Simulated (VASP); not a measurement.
# Be16N (a cell with a defect) in VASP: notebook

Be16N (a cell with a defect) is run at these levels: PBE; tasks: single point.

Everything below comes from runs of VASP 6.6.1. Logs are shortened: lines on timing, memory, paths and dates and some standing lists are left out, and cuts for length are marked.

### 1 The cell of the first run

The cell holds a defect, 17 atoms: a = 4.580 Å, b = 3.966 Å, c = 7.177 Å, α = 90.00°, β = 90.00°, γ = 90.00°.

### 2 Single point, PBE

The input, INCAR:

```
SYSTEM = Be16N
ALGO = Normal
EDIFF = 1E-6
ENCUT = 520
GGA = PE
ISIF = 2
ISMEAR = 0
LASPH = .TRUE.
LCHARG = .FALSE.
LREAL = Auto
LWAVE = .FALSE.
NBANDS = 32
NELM = 100
PREC = Accurate
SIGMA = 0.15
```

The input, KPOINTS:

```
k-points
0
G
  4 4 3
  0 0 0
```

The input, POSCAR:

```
Be16N
1.0
   -2.2900000000     -3.9663960000      0.0000000000
    3.4350000000     -1.9831980000      0.0000000000
    0.0000000000      0.0000000000      7.1768600000
Be N
16 1
Direct
    0.7508292981      0.4959389835      0.0082034344
    0.4982423566      0.3379337834      0.2459081064
    0.7508990603      0.4918105514      0.4867477316
    0.4918366502      0.3322504104      0.7572587020
    0.4982546400     -0.0048621055      0.0045839482
    0.2508279842      0.8378290790      0.2439940695
    0.4918683798      0.0007983880      0.4932515986
    0.2509507349      0.8000382194      0.7581805358
    0.2508317910      0.4952624653      0.0064939255
    0.0034498968      0.3379442215      0.2459049725
    0.2509463319      0.5330116511      0.4922998507
    0.0100460011      0.3322935387      0.7572614162
    0.0034454960     -0.0048574698      0.0045910752
    0.7508289608      0.8371718106      0.2422922033
    0.0099748445      0.0007293695      0.4932400977
    0.7509202249      0.8413649719      0.7637246630
    0.7509679487      0.1666163316      0.6252518694
```

Potentials or basis: VASP PAW PBE potentials, release 64 (Be, N).

Launch:

```console
cat potpaw_PBE.64/Be/POTCAR potpaw_PBE.64/N/POTCAR > POTCAR
mpirun -np 1 vasp_std > vasp.out
```

OUTCAR:

```text
SYSTEM = Be16N
   EDIFF = 1E-6
   ENCUT = 520
   GGA = PE
   ISIF = 2
   ISMEAR = 0
   LASPH = .TRUE.
   LREAL = Auto
   NELM = 100
   PREC = Accurate

 ion  position               nearest neighbor table
   1  0.751  0.496  0.008-   2 2.15  10 2.15  14 2.16  16 2.23   4 2.25  12 2.25   9 2.29   9 2.29
                             5 2.29  13 2.29   5 2.30  13 2.30
   2  0.498  0.338  0.246-   9 2.15   1 2.15   3 2.17   5 2.20   7 2.22  11 2.24  10 2.27   6 2.28
                             6 2.28  14 2.29  14 2.30  10 2.31
   3  0.751  0.492  0.487-  17 1.63  10 2.17   2 2.17  14 2.23   7 2.28  15 2.28  11 2.30  11 2.30
                            15 2.34   7 2.34   4 2.36  12 2.36
   4  0.492  0.332  0.757-  17 1.65   8 2.16   9 2.20  12 2.21   5 2.22   1 2.25  16 2.28   7 2.31
                            11 2.34  16 2.34   3 2.36  12 2.37   8 2.38
   5  0.498  0.995  0.005-   6 2.15  14 2.15  16 2.17   2 2.20   4 2.22   8 2.24  13 2.27   9 2.28
                             9 2.28   1 2.29   1 2.30  13 2.31
   6  0.251  0.838  0.244-  13 2.15   5 2.15  11 2.15   9 2.18  15 2.20   7 2.20  10 2.28   2 2.28
                            10 2.28   2 2.28  14 2.29  14 2.29
   7  0.492  0.001  0.493-  17 1.65  11 2.16   6 2.20  15 2.21   2 2.22  14 2.25   3 2.28   4 2.31
                             8 2.34   3 2.34  16 2.36  15 2.37  11 2.38
   8  0.251  0.800  0.758-   9 2.15  12 2.16   4 2.16  11 2.18   5 2.24  13 2.24  16 2.30  16 2.30
                             7 2.34  15 2.34   4 2.38  12 2.38
   9  0.251  0.495  0.006-  10 2.15   2 2.15   8 2.15   6 2.18  12 2.20   4 2.20  13 2.28   5 2.28
                            13 2.28   5 2.28   1 2.29   1 2.29
  10  0.003  0.338  0.246-   9 2.15   1 2.15   3 2.17  13 2.20  15 2.22  11 2.24   2 2.27   6 2.28
                             6 2.28  14 2.29  14 2.30   2 2.31
  11  0.251  0.533  0.492-   6 2.15  15 2.16   7 2.16   8 2.18   2 2.24  10 2.24   3 2.30   3 2.30
                            12 2.34   4 2.34   7 2.38  15 2.38
  12  0.010  0.332  0.757-  17 1.65   8 2.16   9 2.20   4 2.21  13 2.22   1 2.25  16 2.28  15 2.31
                            11 2.34  16 2.34   3 2.36   4 2.37   8 2.38
  13  0.003  0.995  0.005-   6 2.15  14 2.15  16 2.17  10 2.20  12 2.22   8 2.24   5 2.27   9 2.28
                             9 2.28   1 2.29   1 2.30   5 2.31
  14  0.751  0.837  0.242-   5 2.15  13 2.15   1 2.16   3 2.23   7 2.25  15 2.25   6 2.29   6 2.29
                             2 2.29  10 2.29   2 2.30  10 2.30
  15  0.010  0.001  0.493-  17 1.65  11 2.16   6 2.20   7 2.21  10 2.22  14 2.25   3 2.28  12 2.31
                             8 2.34   3 2.34  16 2.36   7 2.37  11 2.38
  16  0.751  0.841  0.764-  17 1.63  13 2.17   5 2.17   1 2.23   4 2.28  12 2.28   8 2.30   8 2.30
                            12 2.34   4 2.34   7 2.36  15 2.36
  17  0.751  0.167  0.625-   3 1.63  16 1.63  12 1.65   4 1.65  15 1.65   7 1.65

  LATTYP: Found a simple orthorhombic cell.
 ALAT       =     3.9663962620
 B/A-ratio  =     1.1547004875
 C/A-ratio  =     1.8094157835

  Lattice vectors:

 A1 = (  -3.4350000000,   1.9831980000,   0.0000000000)
 A2 = (  -2.2900000000,  -3.9663960000,   0.0000000000)
 A3 = (   0.0000000000,   0.0000000000,   7.1768600000)

[... 175 lines left out ...]
     AMIX     =   0.40;   BMIX     =  1.00
     AMIX_MAG =   1.60;   BMIX_MAG =  1.00
  volume/ion in A,a.u.               =       7.67        51.75
  Fermi-wavevector in a.u.,A,eV,Ry     =   1.075829  2.033023 15.747503  1.157409
  Thomas-Fermi vector in A             =   2.211697
   LORBIT       =      0    0 simple, 1 ext, 2 COOP (PROOUT), +10 PAW based schemes
   GGA     = PE    functional components
   LHFCALC =     F    Hartree Fock is set to
   AEXX    =    0.0000 exact exchange contribution
   IVDW    =     0    specifies the selected vdW correction
   LEPSILON=     F    determine dielectric tensor
   LRPA    =     F    only Hartree local field effects (RPA)
 non-spin polarized calculation
 Gauss-broadening in eV      SIGMA  =   0.15
  energy-cutoff  :      520.00
  volume of cell :      130.38
 maximum number of plane-waves:      3529
 NGX is ok and might be reduce to    36
   NGX = 17   NGY = 15   NGZ = 27

 number of electron      37.0000001 magnetization

 Free energy of the ion-electron system (eV)
  ---------------------------------------------------
  ext. energy  EPLUGINS =         0.00000000
  ---------------------------------------------------
  free energy    TOTEN  =       -67.28929211 eV

  energy without entropy =      -67.25359806  energy(sigma->0) =      -67.27144509

 E-fermi :   7.2659     XC(G=0): -10.7461

 val. band max:        7.2631437260   @ k =   0.0000   0.0000   0.3333
 cond. band min:       7.2675504312   @ k =  -0.2500  -0.2500   0.3333
 fundamental gap:      0.0044067052
 Fermi energy:         7.2658622391

 k-point     1 :       0.0000    0.0000    0.0000
  band No.  band energies     occupation
      1     -10.5580      2.00000
      2      -3.4714      2.00000
      3      -2.4441      2.00000
      4      -0.8342      2.00000
      5      -0.6718      2.00000
      6      -0.0590      2.00000
[... 781 lines left out ...]
     29      13.4735      0.00000
     30      13.7296      0.00000

 [... further k-points ...]

 [bands above 30 left out]

------------------------ aborting loop because EDIFF is reached ----------------------------------------

  FORCE on cell =-STRESS in cart. coord.  units (eV):
  Direction    XX          YY          ZZ          XY          YZ          ZX
  --------------------------------------------------------------------------------------
  -------------------------------------------------------------------------------------
  Total        4.2463025      4.2009461     11.5763711     -0.0407165      1.2774193     -2.2136334
  in kB       52.1825728     51.6251904    142.2613744     -0.5003623     15.6981346    -27.2032163
  external PRESSURE =      82.0230459 kB  Pullay stress =       0.0000000 kB

 VOLUME and BASIS-vectors are now :
 -----------------------------------------------------------------------------
  energy-cutoff  :      520.00
  volume of cell :      130.38
      direct lattice vectors                 reciprocal lattice vectors
    -2.290000000 -3.966396000  0.000000000    -0.109170306 -0.189088533  0.000000000
     3.435000000 -1.983198000  0.000000000     0.218340611 -0.126059022  0.000000000
     0.000000000  0.000000000  7.176860000     0.000000000  0.000000000  0.139336702

 POSITION                                       TOTAL-FORCE (eV/Angst)
 -----------------------------------------------------------------------------------
     -0.01585     -3.96163      0.05887         0.003050     -0.003236     -0.007832
      0.01983     -2.64642      1.76485         0.001979     -0.003743      0.003720
     -0.03019     -3.95372      3.49332         0.027634     -0.015711     -0.014258
      0.01497     -2.60974      5.43474         0.016471      0.005492      0.011876
      2.27730     -3.94983      0.03290        -0.003898     -0.000082     -0.003400
      2.30355     -2.65646      1.75111        -0.004787      0.002297     -0.000729
[... 9 lines left out ...]
      1.17048     -4.64704      5.48114        -0.028527      0.017093      0.014935
     -1.14739     -3.30907      4.48735         0.000450      0.001255     -0.000213
 -----------------------------------------------------------------------------------
    total drift:                               -0.000600      0.001667      0.002904

  FREE ENERGIE OF THE ION-ELECTRON SYSTEM (eV)
  ---------------------------------------------------
  free  energy   TOTEN  =       -67.2892921115 eV

  energy  without entropy=      -67.2535980597  energy(sigma->0) =      -67.27144509
```

OSZICAR:

```text
N       E                     dE             d eps       ncg     rms          rms(c)
DAV:   1     0.681202511020E+02    0.68120E+02   -0.15160E+04  1664   0.994E+02
DAV:   2    -0.610085327529E+02   -0.12913E+03   -0.12199E+03  2192   0.197E+02
DAV:   3    -0.698816092355E+02   -0.88731E+01   -0.87460E+01  2160   0.467E+01
DAV:   4    -0.700080768047E+02   -0.12647E+00   -0.12632E+00  2136   0.663E+00
DAV:   5    -0.700091108583E+02   -0.10341E-02   -0.10339E-02  2120   0.572E-01    0.884E+00
DAV:   6    -0.673595916531E+02    0.26495E+01   -0.77675E+00  2200   0.158E+01    0.350E+00
DAV:   7    -0.673612504698E+02   -0.16588E-02   -0.17483E+00  2032   0.683E+00    0.252E+00
DAV:   8    -0.673076385615E+02    0.53612E-01   -0.24092E-01  2336   0.279E+00    0.836E-01
DAV:   9    -0.672873210110E+02    0.20318E-01   -0.75620E-02  2264   0.196E+00    0.138E-01
DAV:  10    -0.672894485635E+02   -0.21276E-02   -0.23036E-02  2016   0.696E-01    0.125E-01
DAV:  11    -0.672893542716E+02    0.94292E-04   -0.28331E-03  2104   0.281E-01    0.525E-02
DAV:  12    -0.672892928580E+02    0.61414E-04   -0.66237E-04  2080   0.184E-01    0.183E-02
DAV:  13    -0.672892945276E+02   -0.16697E-05   -0.12994E-04  2024   0.638E-02    0.125E-02
DAV:  14    -0.672892922084E+02    0.23192E-05   -0.15314E-05  2032   0.197E-02    0.351E-03
DAV:  15    -0.672892921115E+02    0.96971E-07   -0.18957E-06  1632   0.698E-03
   1 F= -.67289292E+02 E0= -.67271445E+02  d E =-.356941E-01
```

stdout:

```text
POSCAR found type information on POSCAR BeN
 POSCAR found :  2 types and      17 ions
 scaLAPACK will be used
 LDA part: xc-table for (Slater+PW92), standard interpolation
 POSCAR, INCAR and KPOINTS ok, starting setup
 FFT: planning ... GRIDC
 FFT: planning ... GRID_SOFT
 FFT: planning ... GRID
 WAVECAR not read
 entering main loop
```

It took 4.5 min on 1 thread of AMD EPYC 7R13 (Zen 3), shared host; peak memory 0.23 GiB.

Results:

```
Free energy   : -67.2893 eV
Pressure      : 8.2 GPa
Largest force : 0.036 eV/Å
```

Forces on the atoms (eV/Å):
```
Be   0.003 -0.003 -0.008
Be   0.002 -0.004  0.004
Be   0.028 -0.016 -0.014
Be   0.016  0.005  0.012
Be  -0.004  0.000 -0.003
Be  -0.005  0.002 -0.001
Be  -0.003  0.016 -0.012
Be   0.005 -0.002 -0.004
Be   0.003 -0.003  0.001
Be   0.004 -0.001  0.003
Be  -0.004  0.003  0.004
Be   0.004 -0.016  0.012
Be  -0.002  0.002 -0.004
Be  -0.005  0.002  0.007
Be  -0.015 -0.005 -0.012
Be  -0.029  0.017  0.015
N    0.000  0.001  0.000
```

Caveat: the k points lie up to 0.40 Å⁻¹ apart.

### 3 Single point, PBE

The input, INCAR:

```
PREC = Accurate
ENCUT = 520
EDIFF = 1E-6
ISMEAR = 0
SIGMA = 0.15
LREAL = Auto
LASPH = T
NELM = 100
ALGO = Normal
ISIF = 2
LWAVE = F
LCHARG = F
GGA = PE
NBANDS = 32
```

The input, KPOINTS:

```
regular mesh
0
Gamma
  4 4 3
```

The input, POSCAR:

```
Be16N
1.0
   -2.2900000000     -3.9663960000      0.0000000000
    3.4350000000     -1.9831980000      0.0000000000
    0.0000000000      0.0000000000      7.1768600000
Be N
16 1
Direct
    0.7503526956      0.4927131476      0.0137008572
    0.4976918753      0.3385318078      0.2542549183
    0.7503591420      0.4958435327      0.4921306384
    0.4907307053      0.3319039420      0.7430515593
    0.4909848837      0.0021070783      0.0068720995
    0.2503415347      0.8383481028      0.2561264643
    0.4977557613     -0.0045980242      0.4957242006
    0.2504036100      0.8006191355      0.7420196601
    0.2504113484      0.5335779417      0.0078609370
    0.0029984862      0.3385257137      0.2542610874
    0.2503920338      0.4956992870      0.4936555853
    0.0100646718      0.3320019335      0.7431088860
    0.0097821178      0.0020786920      0.0069031199
    0.7503806517      0.8380929568      0.2579825705
    0.0030147176     -0.0046231615      0.4957817118
    0.7503871910      0.8419693599      0.7367519266
    0.7503832340      0.1676666044      0.8750311576
```

Potentials or basis: VASP PAW PBE potentials, release 64 (Be, N).

Launch:

```console
cat potpaw_PBE.64/Be/POTCAR potpaw_PBE.64/N/POTCAR > POTCAR
mpirun -np 1 vasp_std > vasp.out
```

Wall time 3.3 min (1 thread of AMD EPYC 7R13 (Zen 3), shared host); peak memory 0.23 GiB.

It converged, with:

* Free energy: -67.2890 eV
* Pressure: 8.2 GPa
* Largest force: 0.038 eV/Å

Forces on the atoms (eV/Å):
```
Be   0.027 -0.016  0.008
Be   0.001 -0.005  0.002
Be   0.013 -0.008  0.001
Be   0.025 -0.012 -0.019
Be  -0.022  0.014  0.019
Be  -0.003  0.001  0.008
Be  -0.004 -0.002  0.000
Be  -0.004  0.003  0.006
Be   0.005 -0.001 -0.003
Be   0.004  0.001  0.003
Be   0.003  0.000  0.002
Be   0.022 -0.014 -0.021
Be  -0.022  0.013  0.016
Be  -0.012  0.007 -0.004
Be   0.000  0.004 -0.003
Be  -0.030  0.018 -0.016
N   -0.003 -0.001  0.000
```

Stress tensor (GPa, compression positive):
```
 5.18 -0.01  2.76
-0.01  5.17 -1.59
 2.76 -1.59 14.23
```

Levels at points of the mesh, in eV from the Fermi level:
```csv
k point,band 17,band 18,band 19,band 20,band 21,band 22
"(0.00, 0.00, 0.00)",-1.58,-0.44,0.68,0.78,1.64,1.76
"(0.50, 0.00, 0.00)",-1.79,-0.93,-0.19,0.36,0.93,1.05
"(0.00, 0.50, 0.00)",-2.11,-1.24,-0.05,0.27,1.10,1.32
"(0.50, 0.50, 0.00)",-0.63,0.05,0.91,0.97,1.24,2.11
```

Caveat: the k points lie up to 0.40 Å⁻¹ apart.
